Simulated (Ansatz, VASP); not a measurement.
## One calculation of AlN, two programs

```
Al N
1.0
     3.26655    0.00000    0.00000
    -1.63328    2.82892    0.00000
     0.00000    0.00000    4.85355
Al N
2 2
Cartesian
  0.0000 1.8859 0.0000
  1.6333 0.9430 2.4268
  0.0000 1.8859 1.8686
  1.6333 0.9430 4.2954
```

Change from the starting cell: strain +0.050 along x and y, -0.025 along z, atoms carried along.

Alike in both runs: task single point; functional r2SCAN; k mesh 12 × 12 × 6; occupations gaussian, width 0.05 eV; no spin polarisation.

|  | VASP | Ansatz |
| --- | --- | --- |
| version | VASP 6.6.1 | Ansatz 0.2.0 |
| potentials or method | VASP PAW PBE potentials, release 64 (Al, N), cutoff 520 eV | scalar-relativistic, plane waves, PAW |
| valence electrons in the cell | 16 | 16 |

Ansatz gave:

```
gap on the k mesh at the Fermi level (eV)                     : 3.96
least direct gap on the mesh (eV)                             : 3.96
pressure (GPa)                                                : -13.4
traceless stress, the component that is largest in VASP (GPa) : 16.44
rms of the force components (eV/Å)                            : 0.322
```

What did VASP give for the same quantities?

gap on the k mesh at the Fermi level (eV): 3.99; least direct gap on the mesh (eV): 3.99; pressure (GPa): -13.8; traceless stress, the component that is largest in VASP (GPa): 16.65; rms of the force components (eV/Å): 0.329.

VASP's potentials were made for PBE, not for r2SCAN. Atom by atom the forces differ by 0.007 eV/Å (rms over components).
